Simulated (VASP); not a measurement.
**Ge: single point with PBEsol**

Ge:

```xyz
4
Lattice="4.0048 0.0000 0.0000 0.0000 5.6637 0.0000 0.0000 0.0000 4.0182" Properties=species:S:1:pos:R:3 pbc="T T T"
Ge    0.0000    0.0013    0.0000
Ge    2.0024    2.8332    2.0091
Ge    0.0000    1.4146    2.0091
Ge    2.0024    4.2464    0.0000
```

```json
{
 "Program": "VASP 6.6.1",
 "Task": "single point",
 "Functional": "PBEsol",
 "Potentials or basis": "VASP PAW PBE potentials, release 64 (Ge_d)",
 "Cutoff": "500 eV",
 "k mesh": "10 × 8 × 10",
 "Occupations": "gaussian, width 0.1 eV",
 "Spin": "no spin polarisation",
 "Dipole correction": "no",
 "Further INCAR settings": "ALGO = Normal; EDIFF = 1e-06; NBANDS = 36"
}
```

```json
{
  "Pressure": "0.1 GPa",
  "Band gap on the k mesh": "zero (filled and empty bands touch)"
}
```

Stress tensor (GPa, compression positive):
```
 0.23  0.00  0.00
 0.00  0.12  0.00
 0.00  0.00 -0.16
```

Levels at points of the mesh, in eV from the Fermi level:
| k point | band 26 | band 27 | band 28 | band 29 | band 30 | band 31 |
| --- | --- | --- | --- | --- | --- | --- |
| (0.00, 0.00, 0.00) | -0.09 | -0.05 | -0.02 | -0.02 | 0.61 | 0.67 |
| (0.50, 0.00, 0.00) | -3.89 | -1.55 | -1.55 | 1.84 | 1.84 | 4.73 |
| (0.00, 0.50, 0.00) | -2.08 | -2.05 | -2.05 | 0.91 | 0.91 | 2.65 |
| (0.50, 0.50, 0.00) | -1.45 | -1.42 | -1.42 | 0.06 | 0.06 | 3.67 |
| (0.00, 0.00, 0.50) | -3.89 | -1.52 | -1.52 | 1.89 | 1.89 | 4.74 |
| (0.50, 0.00, 0.50) | -3.09 | -3.09 | -3.09 | 0.65 | 0.65 | 0.65 |
| (0.00, 0.50, 0.50) | -1.42 | -1.41 | -1.41 | 0.09 | 0.09 | 3.69 |
| (0.50, 0.50, 0.50) | -3.93 | -3.93 | -3.93 | 4.25 | 4.25 | 4.25 |

It took 10 min on 1 thread of Oxide Virtual Turin-like Processor, with other jobs on the host, peak memory 0.44 GiB.

Caveat: semilocal functionals underestimate gaps, and a narrow one can read as zero; the PAW data sets were made with another functional, which shifts forces and pressure a little.
